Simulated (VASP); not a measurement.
# Si10H4Cl: single point with LDA

Si10H4Cl, a slab with vacuum:

```xyz
30
Lattice="7.6792 0.0000 0.0000 0.0000 7.6792 0.0000 0.0000 0.0000 19.2555" Properties=species:S:1:pos:R:3 pbc="T T T"
H     3.1438    0.0000    1.0000
H     0.6958    0.0000    1.0000
H     6.9834    0.0000    1.0000
H     4.5354    0.0000    1.0000
H     3.1438    3.8396    1.0000
H     0.6958    3.8396    1.0000
H     6.9834    3.8396    1.0000
H     4.5354    3.8396    1.0000
Si    1.9198    0.0000    1.8655
Si    5.7594    0.0000    1.8655
Si    1.9198    3.8396    1.8655
Si    5.7594    3.8396    1.8655
Si    1.9004    1.9261    3.1440
Si    5.7376    1.9115    3.1368
Si    1.9250    5.7602    3.2497
Si    5.7648    5.7602    3.2175
Si   -0.0202    1.9769    4.4278
Si    3.8183    1.9736    4.4497
Si   -0.0153    5.7373    4.6037
Si    3.8696    5.7333    4.6049
Si   -0.0712    0.0745    5.8246
Si    3.9838    0.0573    5.8450
Si   -0.1286    3.7751    5.9006
Si    3.9894    3.7780    5.9137
Si    1.9621    0.8998    6.4265
Si    5.7991    0.9481    7.0786
Si    1.9305    3.2322    6.8964
Si    5.7766    3.3150    7.3850
Cl    5.7859   -0.0418    8.9008
Cl    9.5725    3.4391    8.9510
```

```
Program                : VASP 6.6.1
Task                   : single point
Functional             : LDA
Potentials or basis    : VASP PAW LDA potentials, release 64 (H, Si, Cl)
Cutoff                 : 400 eV
k mesh                 : 2 × 2 × 1
Occupations            : gaussian, width 0.05 eV
Spin                   : no spin polarisation
Dipole correction      : no
Further INCAR settings : ALGO = Normal; EDIFF = 1e-06; NBANDS = 72; NELMDL = -8
```

The largest force is 0.476 eV/Å and the band gap on the k mesh is 0.11 eV (least direct gap 0.38 eV).

Forces on the atoms (eV/Å):
```
H   -0.456 -0.055 -0.011
H    0.450 -0.065 -0.014
H   -0.449 -0.028 -0.027
H    0.470 -0.061 -0.041
H   -0.451  0.072 -0.025
H    0.441  0.088 -0.028
H   -0.431  0.013 -0.022
H    0.452  0.060 -0.040
Si   0.024 -0.269  0.166
Si  -0.034 -0.278 -0.076
Si   0.030  0.293  0.069
Si  -0.049  0.219 -0.009
Si   0.005  0.002 -0.003
Si   0.001 -0.008 -0.003
Si  -0.001 -0.002  0.002
Si   0.006  0.003 -0.002
Si   0.019  0.010  0.002
Si  -0.015  0.009 -0.008
Si   0.000 -0.001  0.001
Si  -0.004  0.003 -0.002
Si  -0.003 -0.023  0.007
Si   0.014 -0.019  0.007
Si   0.001  0.004  0.000
Si   0.001  0.009  0.006
Si  -0.017  0.000  0.016
Si  -0.002  0.002  0.014
Si   0.003  0.019  0.057
Si  -0.005  0.002  0.011
Cl  -0.001 -0.003 -0.011
Cl   0.004  0.005 -0.036
```

Levels at points of the mesh, in eV from the valence-band top:
| k point | band 49 | band 50 | band 51 | band 52 | band 53 | band 54 |
| --- | --- | --- | --- | --- | --- | --- |
| (0.00, 0.00, 0.00) | -0.79 | -0.59 | -0.36 | 0.11 | 0.87 | 1.16 |
| (0.50, 0.00, 0.00) | -0.90 | -0.82 | -0.17 | 0.65 | 1.44 | 1.60 |
| (0.00, 0.50, 0.00) | -0.69 | -0.44 | -0.19 | 0.19 | 1.39 | 1.49 |
| (0.50, 0.50, 0.00) | -1.16 | -1.14 | 0.00 | 0.79 | 1.82 | 1.84 |

Wall time 21 min on 1 thread of Intel Xeon 8259CL (shared host), peak memory 0.59 GiB.
